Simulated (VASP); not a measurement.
# Zr3SnSe (Pm-3m) in VASP: notebook

The runs below take Zr3SnSe through single point, relaxation of cell and atoms, with PBE.

All numbers are computed with VASP 6.6.1; they aren't measurements. Logs are shortened: lines on timing, memory, paths and dates and some standing lists are left out, and cuts for length are marked.

## (1) The cell of the first run

The structure is cubic, space group Pm-3m (No. 221). The conventional cell has a = 4.696 Å, b = 4.696 Å, c = 4.696 Å, α = 90.00°, β = 90.00°, γ = 90.00°. Zr (site symmetry 4/mmm) has 2 Sn at 2.35 Å within 3.1 Å. Sn (site symmetry m-3m) has 6 Zr at 2.35 Å within 3.1 Å. Within 4.4 Å of Se (site symmetry m-3m) lie 12 Zr at 3.32 Å and 8 Sn at 4.07 Å.

The cell was built from a structure type or drawn by symmetry, and may not be a known phase.

## (2) Single point, PBE

Contents of INCAR:

```
SYSTEM = Zr3SnSe
PREC = Accurate
ENCUT = 520
EDIFF = 1E-7
ISMEAR = 0
SIGMA = 0.1
LREAL = .FALSE.
LASPH = .TRUE.
NELM = 100
ALGO = Normal
ISIF = 2
LWAVE = .FALSE.
LCHARG = .TRUE.
GGA = PE
LELF = .TRUE.
LVHAR = .TRUE.
NBANDS = 36
```

Contents of KPOINTS:

```
Automatic mesh
0
G
  4 4 4
  0 0 0
```

Contents of POSCAR:

```
Zr3SnSe
1.0
    4.6962493900      0.0000000000      0.0000000000
    0.0000000000      4.6962493900      0.0000000000
    0.0000000000      0.0000000000      4.6962493900
Zr Sn Se
3 1 1
Direct
    0.5000000000      0.0000000000      0.0000000000
    0.0000000000      0.5000000000      0.0000000000
    0.0000000000      0.0000000000      0.5000000000
    0.0000000000      0.0000000000      0.0000000000
    0.5000000000      0.5000000000      0.5000000000
```

Potentials or basis: VASP PAW PBE potentials, release 64 (Zr_sv, Sn_d, Se).

The run is started by

```bash
> cat potpaw_PBE.64/Zr_sv/POTCAR potpaw_PBE.64/Sn_d/POTCAR potpaw_PBE.64/Se/POTCAR > POTCAR
> mpirun -np 1 vasp_std > vasp.out
```

OUTCAR:

```text
SYSTEM = Zr3SnSe
   PREC = Accurate
   ENCUT = 520
   EDIFF = 1E-7
   ISMEAR = 0
   LREAL = .FALSE.
   LASPH = .TRUE.
   NELM = 100
   ISIF = 2
   GGA = PE

 ion  position               nearest neighbor table
   1  0.500  0.000  0.000-   4 2.35   4 2.35   2 3.32   5 3.32   3 3.32   5 3.32   2 3.32   5 3.32
                             5 3.32   2 3.32   3 3.32   3 3.32   3 3.32   2 3.32
   2  0.000  0.500  0.000-   4 2.35   4 2.35   1 3.32   5 3.32   3 3.32   5 3.32   1 3.32   3 3.32
                             3 3.32   3 3.32   1 3.32   5 3.32   5 3.32   1 3.32
   3  0.000  0.000  0.500-   4 2.35   4 2.35   1 3.32   5 3.32   1 3.32   2 3.32   2 3.32   2 3.32
                             5 3.32   2 3.32   1 3.32   5 3.32   1 3.32   5 3.32
   4  0.000  0.000  0.000-   1 2.35   2 2.35   3 2.35   3 2.35   2 2.35   1 2.35
   5  0.500  0.500  0.500-   1 3.32   2 3.32   3 3.32   1 3.32   2 3.32   1 3.32   3 3.32   1 3.32
                             2 3.32   3 3.32   2 3.32   3 3.32

  LATTYP: Found a simple cubic cell.
 ALAT       =     4.6962493900

  Lattice vectors:

 A1 = (   4.6962493900,   0.0000000000,   0.0000000000)
 A2 = (   0.0000000000,   4.6962493900,   0.0000000000)
 A3 = (   0.0000000000,   0.0000000000,   4.6962493900)

Analysis of symmetry for initial positions (statically):
=====================================================================
 Subroutine PRICEL returns:
 Original cell was already a primitive cell.

 Routine SETGRP: Setting up the symmetry group for a
 simple cubic supercell.

 Subroutine GETGRP returns: Found 48 space group operations
 (whereof 48 operations were pure point group operations)
 out of a pool of 48 trial point group operations.

The static configuration has the point symmetry O_h .

Analysis of symmetry for dynamics (positions and initial velocities):
=====================================================================
 Subroutine PRICEL returns:
 Original cell was already a primitive cell.

 Routine SETGRP: Setting up the symmetry group for a
 simple cubic supercell.

 Subroutine GETGRP returns: Found 48 space group operations
 (whereof 48 operations were pure point group operations)
 out of a pool of 48 trial point group operations.

The dynamic configuration has the point symmetry O_h .

 Subroutine INISYM returns: Found 48 space group operations
 (whereof 48 operations are pure point group operations),
 and found     1 'primitive' translations

----------------------------------------------------------------------------------------

                                     Primitive cell

  volume of cell :     103.5746

[... 85 lines left out ...]
   ISIF   =      2    stress and relaxation
   ISYM   =      2    0-nonsym 1-usesym 2-fastsym
   POTIM  = 0.5000    time-step for ionic-motion
   TEBEG  =    0.0;   TEEND  =   0.0 temperature during run
   PSTRESS=    0.0 pullay stress
   NELECT =      56.0000    total number of electrons
   NUPDOWN=      -1.0000    fix difference up-down
   EMIN   =  10.00;   EMAX   =-10.00  energy-range for DOS
   EFERMI =   0.00;   METHOD = LEGACY
   ISMEAR =     0;   SIGMA  =   0.10  broadening in eV -4-tet -1-fermi 0-gaus
   EFERMI_NEDOS =   21; number of points for ismear=-14 and -15
   IALGO  =     38    algorithm
   IMIX   =      4    mixing-type and parameters
     AMIX     =   0.40;   BMIX     =  1.00
     AMIX_MAG =   1.60;   BMIX_MAG =  1.00
  volume/ion in A,a.u.               =      20.71       139.79
  Fermi-wavevector in a.u.,A,eV,Ry     =   1.333684  2.520298 24.200869  1.778714
  Thomas-Fermi vector in A             =   2.462524
   LORBIT       =      0    0 simple, 1 ext, 2 COOP (PROOUT), +10 PAW based schemes
   GGA     = PE    functional components
   LHFCALC =     F    Hartree Fock is set to
   AEXX    =    0.0000 exact exchange contribution
   IVDW    =     0    specifies the selected vdW correction
   LEPSILON=     F    determine dielectric tensor
   LRPA    =     F    only Hartree local field effects (RPA)
 non-spin polarized calculation
 Gauss-broadening in eV      SIGMA  =   0.10
  energy-cutoff  :      520.00
  volume of cell :      103.57
 maximum number of plane-waves:      2809
 NGX is ok and might be reduce to    36
   NGX = 17   NGY = 17   NGZ = 17

 number of electron      55.9999988 magnetization

 Free energy of the ion-electron system (eV)
  ---------------------------------------------------
  ext. energy  EPLUGINS =         0.00000000
  ---------------------------------------------------
  free energy    TOTEN  =       -23.50369288 eV

  energy without entropy =      -23.48094371  energy(sigma->0) =      -23.49231829

 E-fermi :   9.8500     XC(G=0): -11.2130

 val. band max:        9.8424642765   @ k =   0.5000   0.2500   0.2500
 cond. band min:       9.9282079979   @ k =   0.2500   0.0000   0.0000
 fundamental gap:      0.0857437213
 Fermi energy:         9.8500424792

 k-point     1 :       0.0000    0.0000    0.0000
  band No.  band energies     occupation
      1     -39.0908      2.00000
      2     -38.9885      2.00000
      3     -38.9885      2.00000
      4     -17.7674      2.00000
      5     -17.7674      2.00000
      6     -17.7674      2.00000
[... 379 lines left out ...]
     35      13.7883      0.00000
     36      13.7883      0.00000

------------------------ aborting loop because EDIFF is reached ----------------------------------------

  FORCE on cell =-STRESS in cart. coord.  units (eV):
  Direction    XX          YY          ZZ          XY          YZ          ZX
  --------------------------------------------------------------------------------------
  -------------------------------------------------------------------------------------
  Total       30.5968302     30.5968302     30.5968302     -0.0000000     -0.0000000      0.0000000
  in kB      473.2967946    473.2967946    473.2967946     -0.0000000     -0.0000000      0.0000000
  external PRESSURE =     473.2967946 kB  Pullay stress =       0.0000000 kB

 VOLUME and BASIS-vectors are now :
 -----------------------------------------------------------------------------
  energy-cutoff  :      520.00
  volume of cell :      103.57
      direct lattice vectors                 reciprocal lattice vectors
     4.696249390  0.000000000  0.000000000     0.212935881  0.000000000  0.000000000
     0.000000000  4.696249390  0.000000000     0.000000000  0.212935881  0.000000000
     0.000000000  0.000000000  4.696249390     0.000000000  0.000000000  0.212935881

 POSITION                                       TOTAL-FORCE (eV/Angst)
 -----------------------------------------------------------------------------------
      2.34812      0.00000      0.00000         0.000000      0.000000      0.000000
      0.00000      2.34812      0.00000         0.000000      0.000000      0.000000
      0.00000      0.00000      2.34812         0.000000      0.000000      0.000000
      0.00000      0.00000      0.00000         0.000000      0.000000      0.000000
      2.34812      2.34812      2.34812         0.000000      0.000000      0.000000
 -----------------------------------------------------------------------------------
    total drift:                                0.000000      0.000000     -0.000000

  FREE ENERGIE OF THE ION-ELECTRON SYSTEM (eV)
  ---------------------------------------------------
  free  energy   TOTEN  =       -23.5036928795 eV

  energy  without entropy=      -23.4809437071  energy(sigma->0) =      -23.49231829
```

stdout:

```text
POSCAR found type information on POSCAR ZrSnSe
 POSCAR found :  3 types and       5 ions
 scaLAPACK will be used
 LDA part: xc-table for (Slater+PW92), standard interpolation
 POSCAR, INCAR and KPOINTS ok, starting setup
 FFT: planning ... GRIDC
 FFT: planning ... GRID_SOFT
 FFT: planning ... GRID
 WAVECAR not read
 entering main loop
```

It took 79 s on 1 thread of Intel Xeon 8259CL, shared host; peak memory 0.21 GiB.

Results:

```
Free energy            : -23.5037 eV
Pressure               : 47.3 GPa
Band gap on the k mesh : zero (bands 28 and 29 overlap by 0.42 eV)
```

Caveat: the cell stands under pressure; spin-orbit coupling is left out, which moves the levels of the heavy elements.

## (3) Single point, PBE

This run uses another cell than the first one, of 29.89 Å³/atom.

Contents of INCAR:

```
PREC = Accurate
ENCUT = 520
EDIFF = 1E-6
ISMEAR = 0
SIGMA = 0.1
LREAL = False
LASPH = True
NELM = 100
ALGO = Normal
ISIF = 2
LWAVE = False
LCHARG = False
GGA = PE
NBANDS = 36
```

Contents of KPOINTS:

```
Automatic mesh
0
Gamma
  4 4 4
```

POSCAR: that of step 2 with these lines changed.

```diff
@@ -2,5 +2,5 @@
 1.0
-    4.6962493900      0.0000000000      0.0000000000
-    0.0000000000      4.6962493900      0.0000000000
-    0.0000000000      0.0000000000      4.6962493900
+    5.3065411772      0.0000000000      0.0000000000
+    0.0000000000      5.3065411772      0.0000000000
+    0.0000000000      0.0000000000      5.3065411772
 Zr Sn Se
```

Potentials or basis: VASP PAW PBE potentials, release 64 (Zr_sv, Sn_d, Se).

The run is started by

```bash
> cat potpaw_PBE.64/Zr_sv/POTCAR potpaw_PBE.64/Sn_d/POTCAR potpaw_PBE.64/Se/POTCAR > POTCAR
> mpirun -np 1 vasp_std > vasp.out
```

It took 97 s on 1 thread of Intel Xeon 8259CL, shared host; peak memory 0.26 GiB.

It converged, with:

```yaml
Free_energy: -28.5597 eV
Pressure: 0.4 GPa
Band_gap_on_the_k_mesh: zero (bands 28 and 29 overlap by 0.49 eV)
```

Levels at points of the mesh, in eV from the Fermi level:
```csv
k point,band 25,band 26,band 27,band 28,band 29,band 30,band 31,band 32
"(0.00, 0.00, 0.00)",-1.24,-1.24,-1.07,-1.07,-0.25,-0.25,-0.25,1.21
"(0.50, 0.00, 0.00)",-1.88,-1.02,-0.36,-0.14,0.23,0.28,0.28,0.76
"(0.50, 0.50, 0.00)",-2.42,-0.14,-0.14,0.24,0.24,0.41,0.53,1.03
"(0.50, 0.50, 0.50)",-2.90,-0.19,0.07,0.07,0.07,0.12,0.12,0.12
```

Caveat: spin-orbit coupling is left out, which moves the levels of the heavy elements.

## (4) Relaxation of cell and atoms, PBE

Contents of INCAR:

```
ALGO = Normal
EDIFF = 1E-6
EDIFFG = -0.04
ENCUT = 600
GGA = PE
IBRION = 2
ISIF = 3
ISMEAR = 0
LASPH = T
LCHARG = F
LREAL = F
LWAVE = F
NELM = 60
NSW = 90
PREC = Accurate
SIGMA = 0.1
```

Contents of KPOINTS:

```
k-points
0
Gamma
  4 4 4
```

POSCAR: that of step 3 with these lines changed.

```diff
@@ -2,5 +2,5 @@
 1.0
-    5.3065411772      0.0000000000      0.0000000000
-    0.0000000000      5.3065411772      0.0000000000
-    0.0000000000      0.0000000000      5.3065411772
+    4.6962493900      0.0000000000      0.0000000000
+    0.0000000000      4.6962493900      0.0000000000
+    0.0000000000      0.0000000000      4.6962493900
 Zr Sn Se
```

The run is started by

```bash
> cat potpaw_PBE.64/Zr_sv/POTCAR potpaw_PBE.64/Sn_d/POTCAR potpaw_PBE.64/Se/POTCAR > POTCAR
> mpirun -np 1 vasp_std > vasp.out
```

It took 6.7 min on 1 thread of Intel Xeon 8259CL, shared host; peak memory 0.27 GiB.

The run converged. Its results:

```yaml
Free_energy: -28.5471 eV
Relaxed_volume: 30.05 Å³/atom
Relaxed_cell: a = 5.316 Å, b = 5.316 Å, c = 5.316 Å, α = 90.00°, β = 90.00°, γ = 90.00°
Space_group_after_relaxing_to_0.1_Å: Pm-3m (No. 221)
Energy_gained_by_relaxing: 1008.6 meV/atom
Ionic_steps: 5
Pressure_after_relaxing: 0.1 GPa
Band_gap_on_the_k_mesh: zero (bands 28 and 29 overlap by 0.50 eV)
```

Step by step:
```
step  energy change (eV)  largest force (eV/Å)  pressure (GPa)  volume (Å³)
   1              0.0000                0.0000           47.34       103.57
   2             -1.5108                0.0000          -10.65       225.09
   3             -5.0343                0.0000           -1.03       153.08
   4             -5.0420                0.0000           -0.36       151.34
   5             -5.0430                0.0000            0.07       150.26
```

Final structure:
```
Zr Sn Se
1.0
     5.31636    0.00000    0.00000
     0.00000    5.31636    0.00000
     0.00000    0.00000    5.31636
Zr Sn Se
3 1 1
Direct
  0.50000 0.00000 0.00000
  0.00000 0.50000 0.00000
  0.00000 0.00000 0.50000
  0.00000 0.00000 0.00000
  0.50000 0.50000 0.50000
```

Levels at points of the mesh, in eV from the Fermi level:
| k point | band 24 | band 25 | band 26 | band 27 | band 28 | band 29 | band 30 | band 31 | band 32 | band 33 |
| --- | --- | --- | --- | --- | --- | --- | --- | --- | --- | --- |
| (0.00, 0.00, 0.00) | -1.23 | -1.23 | -1.23 | -1.07 | -1.07 | -0.26 | -0.26 | -0.26 | 1.20 | 1.20 |
| (0.50, 0.00, 0.00) | -1.88 | -1.88 | -1.02 | -0.36 | -0.14 | 0.23 | 0.27 | 0.27 | 0.76 | 1.27 |
| (0.50, 0.50, 0.00) | -2.57 | -2.41 | -0.14 | -0.14 | 0.24 | 0.24 | 0.40 | 0.53 | 1.02 | 1.15 |
| (0.50, 0.50, 0.50) | -2.88 | -2.88 | -0.19 | 0.08 | 0.08 | 0.08 | 0.12 | 0.12 | 0.12 | 1.64 |

Caveat: the volume moved by over 15 % at a fixed basis, so the end points are rough; spin-orbit coupling is left out, which moves the levels of the heavy elements.

## (5) Single point, PBE, collinear spin

This run uses another cell than the first one, of 29.89 Å³/atom.

Contents of INCAR:

```
ALGO = Normal
EDIFF = 1E-6
ENCUT = 520
GGA = PE
ISIF = 2
ISMEAR = 0
ISPIN = 2
LASPH = T
LCHARG = F
LMAXMIX = 4
LORBIT = 11
LREAL = F
LWAVE = F
MAGMOM = 1 1 1 0 0
NBANDS = 40
NELM = 150
PREC = Accurate
SIGMA = 0.1
```

KPOINTS is that of step 4.

POSCAR: that of step 4 with these lines changed.

```diff
@@ -2,5 +2,5 @@
 1.0
-    4.6962493900      0.0000000000      0.0000000000
-    0.0000000000      4.6962493900      0.0000000000
-    0.0000000000      0.0000000000      4.6962493900
+    5.3065411772      0.0000000000      0.0000000000
+    0.0000000000      5.3065411772      0.0000000000
+    0.0000000000      0.0000000000      5.3065411772
 Zr Sn Se
```

The run is started by

```bash
> cat potpaw_PBE.64/Zr_sv/POTCAR potpaw_PBE.64/Sn_d/POTCAR potpaw_PBE.64/Se/POTCAR > POTCAR
> mpirun -np 1 vasp_std > vasp.out
```

It took 4.8 min on 1 thread of Intel Xeon 8259CL, shared host; peak memory 0.33 GiB.

Results (log left out):

- Free energy: -28.6062 eV
- Pressure: 0.9 GPa
- Net moment: 2.77 μB per cell
- Site moments: Zr +0.51; Sn +0.02; Se +0.01 μB
- Valence electrons inside the program's atomic spheres: Zr 9.71; Sn 13.01; Se 3.61

Levels at points of the mesh, in eV from the Fermi level:
Spin up:
```csv
k point,band 28,band 29,band 30,band 31,band 32,band 33
"(0.00, 0.00, 0.00)",-1.46,-0.31,-0.31,-0.31,1.00,1.00
"(0.50, 0.00, 0.00)",-0.54,-0.14,0.07,0.07,0.55,0.90
"(0.50, 0.50, 0.00)",-0.09,-0.09,0.16,0.25,0.63,0.92
"(0.50, 0.50, 0.50)",-0.21,-0.21,-0.15,-0.15,-0.15,1.45
```
Spin down:
| k point | band 22 | band 23 | band 24 | band 25 | band 26 | band 27 | band 28 | band 29 | band 30 | band 31 |
| --- | --- | --- | --- | --- | --- | --- | --- | --- | --- | --- |
| (0.00, 0.00, 0.00) | -2.57 | -1.29 | -1.00 | -1.00 | -1.00 | -0.69 | -0.69 | -0.16 | -0.16 | -0.16 |
| (0.50, 0.00, 0.00) | -2.68 | -2.68 | -1.70 | -1.70 | -0.77 | -0.08 | 0.25 | 0.50 | 0.50 | 0.61 |
| (0.50, 0.50, 0.00) | -2.75 | -2.51 | -2.51 | -2.23 | 0.11 | 0.11 | 0.58 | 0.58 | 0.61 | 0.80 |
| (0.50, 0.50, 0.50) | -4.02 | -2.89 | -2.89 | -2.89 | -0.01 | 0.32 | 0.32 | 0.32 | 0.47 | 0.47 |

Caveat: spin-orbit coupling is left out, which moves the levels of the heavy elements.

## (6) The runs side by side

| task | spin | cell | cutoff (eV) | gap on the mesh (eV) | pressure (GPa) |
| --- | --- | --- | --- | --- | --- |
| single point | off | a = 4.696 Å, 5 atoms | 520 | none | 47.3 |
| single point | off | a = 5.307 Å, 5 atoms | 520 | none | 0.4 |
| relaxation of cell and atoms | off | relaxed from a = 4.696 Å, 5 atoms | 600 | none | 0.1 |
| single point | collinear | a = 5.307 Å, 5 atoms | 520 | none | 0.9 |

Alike in all rows: level PBE; potentials or basis VASP PAW PBE potentials, release 64 (Zr_sv, Sn_d, Se); k mesh 4 × 4 × 4; smearing gaussian 0.1 eV.

Caveats: spin-orbit coupling is left out, which moves the levels of the heavy elements; the cell stands under pressure (at least some runs); the volume moved by over 15 % at a fixed basis, so the end points are rough (at least some runs).

Absolute energies hang on the potentials; compare differences alone.
